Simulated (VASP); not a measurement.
# BN (P-4m2) in VASP: further runs

The runs below take BN through single point, with r2SCAN.

All numbers are computed with VASP 6.6.1; they aren't measurements. Logs are shortened: lines on timing, memory, paths and dates and some standing lists are left out, and cuts for length are marked.

### 1 The cell of the first run

The structure is tetragonal, space group P-4m2 (No. 115). The conventional cell has a = 2.564 Å, b = 2.564 Å, c = 3.626 Å, α = 90.00°, β = 90.00°, γ = 90.00°. B (site symmetry 2mm) has 4 N at 1.50 to 1.64 Å within 2.0 Å. N (site symmetry -4m2) has 4 B at 1.64 Å within 2.2 Å. Within 2.0 Å of N (site symmetry -4m2) lie 4 B at 1.50 Å.

### 2 Single point, r2SCAN (mode 12 (1156.9 1/cm) frozen in, largest displacement -0.120 Å)

POSCAR reads:

```
BN
1.0
    0.0000000000     -1.8130010000     -1.8130010000
    0.0000000000      1.8130010000     -1.8130010000
    3.6260020000      0.0000000000      0.0000000000
B N
2 2
Direct
    0.5000000000      0.5000000000      0.5330943006
    0.0000000000      0.0000000000     -0.0330943006
    0.0000000000      0.5000000000      0.2500000000
    0.5000000000      0.0000000000      0.7500000000
```

INCAR.step1 reads:

```
SYSTEM = BN
PREC = Accurate
ENCUT = 520
ISMEAR = 0
SIGMA = 0.05
LREAL = .False.
LASPH = .True.
NELM = 80
NBANDS = 16
GGA = PE
ALGO = Normal
EDIFF = 1E-4
LWAVE = .True.
LCHARG = .False.
```

INCAR.step2 reads:

```
SYSTEM = BN
PREC = Accurate
ENCUT = 520
EDIFF = 1E-6
ISMEAR = 0
SIGMA = 0.05
LREAL = .False.
LASPH = .True.
NELM = 80
ALGO = Normal
ISIF = 2
LWAVE = .False.
LCHARG = .False.
METAGGA = R2SCAN
LMIXTAU = .True.
NBANDS = 16
ISTART = 1
```

KPOINTS reads:

```
Automatic mesh
0
Gamma
  10 10 6
  0 0 0
```

Potentials or basis: VASP PAW PBE potentials, release 64 (B, N).

The run is started by

```bash
$ cat potpaw_PBE.64/B/POTCAR potpaw_PBE.64/N/POTCAR > POTCAR
$ cp INCAR.step1 INCAR
$ mpirun -np 1 vasp_std > vasp.out
$ cp INCAR.step2 INCAR
$ mpirun -np 1 vasp_std > vasp.out
```

OUTCAR:

```text
SYSTEM = BN
   PREC = Accurate
   ENCUT = 520
   EDIFF = 1E-6
   ISMEAR = 0
   LREAL = .False.
   LASPH = .True.
   NELM = 80
   ISIF = 2
   METAGGA = R2SCAN
   ISTART = 1

 ion  position               nearest neighbor table
   1  0.500  0.500  0.533-   4 1.50   4 1.50   3 1.64   3 1.64
   2  0.000  0.000  0.967-   4 1.50   4 1.50   3 1.64   3 1.64
   3  0.000  0.500  0.250-   1 1.64   2 1.64   2 1.64   1 1.64
   4  0.500  0.000  0.750-   1 1.50   2 1.50   1 1.50   2 1.50

  LATTYP: Found a simple tetragonal cell.
 ALAT       =     2.5639706028
 C/A-ratio  =     1.4142135624

  Lattice vectors:

 A1 = (   0.0000000000,  -1.8130010000,  -1.8130010000)
 A2 = (   0.0000000000,   1.8130010000,  -1.8130010000)
 A3 = (   3.6260020000,   0.0000000000,   0.0000000000)

Analysis of symmetry for initial positions (statically):
=====================================================================
 Subroutine PRICEL returns:
 Original cell was already a primitive cell.

 Routine SETGRP: Setting up the symmetry group for a
 simple tetragonal supercell.

 Subroutine GETGRP returns: Found  8 space group operations
 (whereof  4 operations were pure point group operations)
 out of a pool of 16 trial point group operations.

The static configuration has the point symmetry C_2v.
 The point group associated with its full space group is D_2d.

Analysis of symmetry for dynamics (positions and initial velocities):
=====================================================================
 Subroutine PRICEL returns:
 Original cell was already a primitive cell.

 Routine SETGRP: Setting up the symmetry group for a
 simple tetragonal supercell.

 Subroutine GETGRP returns: Found  8 space group operations
 (whereof  4 operations were pure point group operations)
 out of a pool of 16 trial point group operations.

The dynamic configuration has the point symmetry C_2v.
 The point group associated with its full space group is D_2d.

 Subroutine INISYM returns: Found  8 space group operations
 (whereof  4 operations are pure point group operations),
 and found     1 'primitive' translations

----------------------------------------------------------------------------------------

                                     Primitive cell

  volume of cell :      23.8371

  direct lattice vectors                    reciprocal lattice vectors
     0.000000000 -1.813001000 -1.813001000     0.000000000 -0.275785838 -0.275785838
     0.000000000  1.813001000 -1.813001000     0.000000000  0.275785838 -0.275785838
     3.626002000  0.000000000  0.000000000     0.275785838  0.000000000  0.000000000

  length of vectors
     2.563970603  2.563970603  3.626002000     0.390020072  0.390020072  0.275785838

  position of ions in fractional coordinates (direct lattice)
     0.500000000  0.500000000  0.533094301
     0.000000000  0.000000000  0.966905699
     0.000000000  0.500000000  0.250000000
     0.500000000  0.000000000  0.750000000

  ion indices of the primitive-cell ions
   primitive index   ion index
                 1           1
                 2           2
                 3           3
                 4           4

----------------------------------------------------------------------------------------

 KPOINTS: Automatic mesh

Automatic generation of k-mesh.
 Grid dimensions read from file:
 generate k-points for:   10   10    6

 Generating k-lattice:

  Cartesian coordinates                     Fractional coordinates (reciprocal lattice)
     0.000000000 -0.027578584 -0.027578584     0.100000000  0.000000000  0.000000000
     0.000000000  0.027578584 -0.027578584     0.000000000  0.100000000  0.000000000
     0.045964306  0.000000000  0.000000000     0.000000000  0.000000000  0.166666667

  Length of vectors
     0.039002007  0.039002007  0.045964306

  Shift w.r.t. Gamma in fractional coordinates (k-lattice)
     0.000000000  0.000000000  0.000000000

 Subroutine IBZKPT returns following result:
 ===========================================

 Found     84 irreducible k-points:

 Following reciprocal coordinates:
            Coordinates               Weight
  0.000000  0.000000  0.000000      1.000000
  0.100000  0.000000  0.000000      4.000000
  0.200000  0.000000  0.000000      4.000000
  0.300000  0.000000  0.000000      4.000000
  0.400000  0.000000  0.000000      4.000000
  0.500000  0.000000  0.000000      2.000000
[... 16 lines left out ...]
  0.100000  0.000000  0.166667      8.000000
  0.200000  0.000000  0.166667      8.000000
 [... further k-points ...]
   k-points           NKPTS =     84   k-points in BZ     NKDIM =     84   number of bands    NBANDS=     16
   number of dos      NEDOS =    301   number of ions     NIONS =      4
   total plane-waves  NPLWV =  11200
   dimension x,y,z NGX =    20 NGY =   20 NGZ =   28
   dimension x,y,z NGXF=    40 NGYF=   40 NGZF=   56
   ions per type =               2   2
   NGX,Y,Z   is equivalent  to a cutoff of  12.97, 12.97, 12.84 a.u.
   NGXF,Y,Z  is equivalent  to a cutoff of  25.94, 25.94, 25.68 a.u.
 SYSTEM =  BN
   PREC   = accura    normal or accurate (medium, high low for compatibility)
   ISTART =      1    job   : 0-new  1-cont  2-samecut
   ICHARG =      0    charge: 1-file 2-atom 10-const
   ISPIN  =      1    spin polarized calculation?
   LNONCOLLINEAR =      F non collinear calculations
   LSORBIT =      F    spin-orbit coupling
   LASPH  =      T    aspherical Exc in radial PAW
   ENCUT  =  520.0 eV  38.22 Ry    6.18 a.u.   4.77  4.77  6.74*2*pi/ulx,y,z
   NELM   =     80;   NELMIN=  2; NELMDL=  0     # of ELM steps
   EDIFF  = 0.1E-05   stopping-criterion for ELM
   LREAL  =      F    real-space projection
   EDIFFG = 0.1E-04   stopping-criterion for IOM
   NSW    =      0    number of steps for IOM
   IBRION =     -1    ionic relax: 0-MD 1-quasi-New 2-CG
   NFREE  =      0    steps in history (QN), initial steepest desc. (CG)
   ISIF   =      2    stress and relaxation
   ISYM   =      2    0-nonsym 1-usesym 2-fastsym
   POTIM  = 0.5000    time-step for ionic-motion
   TEBEG  =    0.0;   TEEND  =   0.0 temperature during run
   PSTRESS=    0.0 pullay stress
   NELECT =      16.0000    total number of electrons
   NUPDOWN=      -1.0000    fix difference up-down
   EMIN   =  10.00;   EMAX   =-10.00  energy-range for DOS
   EFERMI =   0.00;   METHOD = LEGACY
   ISMEAR =     0;   SIGMA  =   0.05  broadening in eV -4-tet -1-fermi 0-gaus
   EFERMI_NEDOS =   21; number of points for ismear=-14 and -15
   IALGO  =     38    algorithm
   IMIX   =      4    mixing-type and parameters
     AMIX     =   0.40;   BMIX     =  1.00
     AMIX_MAG =   1.60;   BMIX_MAG =  1.00
  volume/ion in A,a.u.               =       5.96        40.22
  Fermi-wavevector in a.u.,A,eV,Ry     =   1.433387  2.708709 27.954506  2.054598
  Thomas-Fermi vector in A             =   2.552911
   LORBIT       =      0    0 simple, 1 ext, 2 COOP (PROOUT), +10 PAW based schemes
   METAGGA = R2SCAN    functional components
   LHFCALC =     F    Hartree Fock is set to
   AEXX    =    0.0000 exact exchange contribution
   IVDW    =     0    specifies the selected vdW correction
   LEPSILON=     F    determine dielectric tensor
   LRPA    =     F    only Hartree local field effects (RPA)
 non-spin polarized calculation
 Gauss-broadening in eV      SIGMA  =   0.05
  energy-cutoff  :      520.00
  volume of cell :       23.84
 maximum number of plane-waves:       664
 NGX is ok and might be reduce to    20
   NGX =  9   NGY =  9   NGZ = 13

 number of electron      16.0000000 magnetization

 Free energy of the ion-electron system (eV)
  ---------------------------------------------------
  ext. energy  EPLUGINS =         0.00000000
  ---------------------------------------------------
  free energy    TOTEN  =       -37.58202901 eV

  energy without entropy =      -37.58202901  energy(sigma->0) =      -37.58202901

 E-fermi :   7.7865     XC(G=0): -13.5984

 val. band max:        7.5582949929   @ k =   0.0000   0.0000   0.0000
 cond. band min:      10.0007280956   @ k =   0.5000   0.5000   0.0000
 fundamental gap:      2.4424331027
 Fermi energy:         7.7864822022

 k-point     1 :       0.0000    0.0000    0.0000
  band No.  band energies     occupation
      1     -14.3779      2.00000
      2      -8.1498      2.00000
      3      -2.1520      2.00000
      4       1.4070      2.00000
      5       1.4070      2.00000
      6       7.2168      2.00000
[... 8 lines left out ...]
     15      26.2463      0.00000
     16      26.2463      0.00000

 k-point     2 :       0.1000    0.0000    0.0000
  band No.  band energies     occupation
      1     -14.2169      2.00000
      2      -8.1038      2.00000
      3      -2.0109      2.00000
      4       0.7194      2.00000
      5       1.5349      2.00000
      6       6.7501      2.00000
[... 8 lines left out ...]
     15      25.7917      0.00000
     16      25.8675      0.00000

 k-point     3 :       0.2000    0.0000    0.0000
  band No.  band energies     occupation
      1     -13.7428      2.00000
      2      -8.0496      2.00000
      3      -1.5985      2.00000
      4      -0.6698      2.00000
      5       1.8988      2.00000
      6       4.9981      2.00000
[... 8 lines left out ...]
     15      24.6498      0.00000
     16      25.0214      0.00000

 k-point     4 :       0.3000    0.0000    0.0000
  band No.  band energies     occupation
      1     -12.9910      2.00000
      2      -8.2484      2.00000
      3      -1.7928      2.00000
      4      -0.8875      2.00000
      5       2.4299      2.00000
      6       3.0564      2.00000
[... 8 lines left out ...]
     15      23.2604      0.00000
     16      24.3388      0.00000

 k-point     5 :       0.4000    0.0000    0.0000
  band No.  band energies     occupation
      1     -12.0729      2.00000
      2      -8.9034      2.00000
      3      -2.0315      2.00000
      4      -0.0396      2.00000
      5       1.4436      2.00000
      6       2.8511      2.00000
[... 8 lines left out ...]
     15      22.7393      0.00000
     16      23.7870      0.00000

 k-point     6 :       0.5000    0.0000    0.0000
  band No.  band energies     occupation
      1     -11.4887      2.00000
      2      -9.4464      2.00000
      3      -1.8507      2.00000
      4       0.2418      2.00000
      5       1.1939      2.00000
      6       1.8375      2.00000
[... 8 lines left out ...]
     15      22.5616      0.00000
     16      22.8943      0.00000
[... 267 lines left out ...]
 k-point    21 :       0.5000    0.5000    0.0000
  band No.  band energies     occupation
      1      -9.7783      2.00000
      2      -7.2185      2.00000
      3      -2.5921      2.00000
      4      -2.5921      2.00000
      5       1.4077      2.00000
      6       2.4705      2.00000
[... 8 lines left out ...]
     15      26.4968      0.00000
     16      27.1706      0.00000

 k-point    22 :       0.0000    0.0000    0.1667
  band No.  band energies     occupation
      1     -14.1825      2.00000
      2      -8.8848      2.00000
      3      -1.2020      2.00000
      4       1.5663      2.00000
      5       1.5663      2.00000
      6       6.5734      2.00000
[... 8 lines left out ...]
     15      25.5713      0.00000
     16      25.5713      0.00000

 k-point    23 :       0.1000    0.0000    0.1667
  band No.  band energies     occupation
      1     -14.0237      2.00000
      2      -8.7987      2.00000
      3      -1.2274      2.00000
      4       1.0042      2.00000
      5       1.6886      2.00000
      6       5.5930      2.00000
[... 8 lines left out ...]
     15      25.0811      0.00000
     16      25.1292      0.00000

 k-point    24 :       0.2000    0.0000    0.1667
  band No.  band energies     occupation
      1     -13.5573      2.00000
      2      -8.6025      2.00000
      3      -1.6944      2.00000
      4       0.3097      2.00000
      5       2.0346      2.00000
      6       3.8118      2.00000
[... 8 lines left out ...]
     15      24.0173      0.00000
     16      24.0687      0.00000

 [... further k-points ...]

------------------------ aborting loop because EDIFF is reached ----------------------------------------

  FORCE on cell =-STRESS in cart. coord.  units (eV):
  Direction    XX          YY          ZZ          XY          YZ          ZX
  --------------------------------------------------------------------------------------
  -------------------------------------------------------------------------------------
  Total       -1.1176655      0.7537171      0.7537171      0.0000000      0.0000000      0.0000000
  in kB      -75.1222016     50.6599569     50.6599569      0.0000000      0.0000000      0.0000000
  external PRESSURE =       8.7325707 kB  Pullay stress =       0.0000000 kB

 VOLUME and BASIS-vectors are now :
 -----------------------------------------------------------------------------
  energy-cutoff  :      520.00
  volume of cell :       23.84
      direct lattice vectors                 reciprocal lattice vectors
     0.000000000 -1.813001000 -1.813001000     0.000000000 -0.275785838 -0.275785838
     0.000000000  1.813001000 -1.813001000     0.000000000  0.275785838 -0.275785838
     3.626002000  0.000000000  0.000000000     0.275785838  0.000000000  0.000000000

 POSITION                                       TOTAL-FORCE (eV/Angst)
 -----------------------------------------------------------------------------------
      1.93300      0.00000     -1.81300        -6.249033     -0.000000      0.000000
      3.50600      0.00000      0.00000         6.249033      0.000000     -0.000000
      0.90650      0.90650     -0.90650         0.000000      0.000000     -0.000000
      2.71950     -0.90650     -0.90650         0.000000      0.000000     -0.000000
 -----------------------------------------------------------------------------------
    total drift:                                0.000000      0.000000     -0.000000

  FREE ENERGIE OF THE ION-ELECTRON SYSTEM (eV)
  ---------------------------------------------------
  free  energy   TOTEN  =       -37.5820290086 eV

  energy  without entropy=      -37.5820290086  energy(sigma->0) =      -37.58202901
```

Wall time 36 s (1 thread of Intel Xeon 6975P-C (Granite Rapids), shared host); peak memory 0.14 GiB.

What came out:

| Property | Result |
| --- | --- |
| Free energy | -37.5820 eV |
| Pressure | 0.9 GPa |
| Largest force | 6.249 eV/Å |
| Band gap on the k mesh | 2.44 eV, indirect (least direct gap 4.32 eV) |

Forces on the atoms (eV/Å):
```
B   -6.249  0.000  0.000
B    6.249  0.000  0.000
N    0.000  0.000  0.000
N    0.000  0.000  0.000
```

Levels at points of the mesh, in eV from the valence-band top:
```tsv
k point	band 6	band 7	band 8	band 9	band 10	band 11
(0.00, 0.00, 0.00)	-0.34	0.00	0.00	4.32	8.04	9.06
(0.50, 0.00, 0.00)	-5.72	-4.33	-1.09	9.04	10.04	11.22
(0.50, 0.50, 0.00)	-5.09	-5.09	-4.70	2.44	6.55	9.08
(0.00, 0.00, 0.50)	-4.52	-1.90	-1.90	6.21	7.17	11.77
(0.50, 0.00, 0.50)	-2.43	-2.19	-0.84	9.61	9.66	9.72
(0.50, 0.50, 0.50)	-7.03	-6.62	-6.62	8.42	11.30	12.42
```

Caveat: the cell differs from its parent crystal (mode 12 (1156.9 1/cm) frozen in, largest displacement -0.120 Å); the PAW data sets were made with another functional, which shifts forces and pressure a little. A k mesh can miss the band edges.

[end of part 1 of 2]
